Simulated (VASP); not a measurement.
Input of a VASP 6.6.1 run:

File INCAR:

```
SYSTEM = Si
PREC = Accurate
ENCUT = 520
EDIFF = 1E-7
ISMEAR = 0
SIGMA = 0.05
LREAL = .FALSE.
LASPH = .TRUE.
NELM = 60
ALGO = Normal
ISIF = 2
LWAVE = .FALSE.
LCHARG = .FALSE.
GGA = PE
NBANDS = 11
```

KPOINTS

```
regular mesh
0
G
  10 10 10
  0 0 0
```

The input POSCAR:

```
Si
1.0
    0.0000000000      2.8477472358      2.4618774853
    2.8477472358      0.0000000000      2.4618774853
    2.8477472358      2.8477472358      0.0000000000
Si
2
Direct
    0.5000000000      0.5000000000      0.5000000000
    0.7500000000      0.7500000000      0.7500000000
```

Potentials or basis: VASP PAW PBE potentials, release 64 (Si).

Run with:

```console
$ cat potpaw_PBE.64/Si/POTCAR > POTCAR
$ mpirun -np 1 vasp_std > vasp.out
```

(1) Estimate the pressure.

(2) What does it give for the band gap on the k mesh?

Answers

(1) 1.3 GPa.

(2) zero (bands 4 and 5 overlap by 0.88 eV).
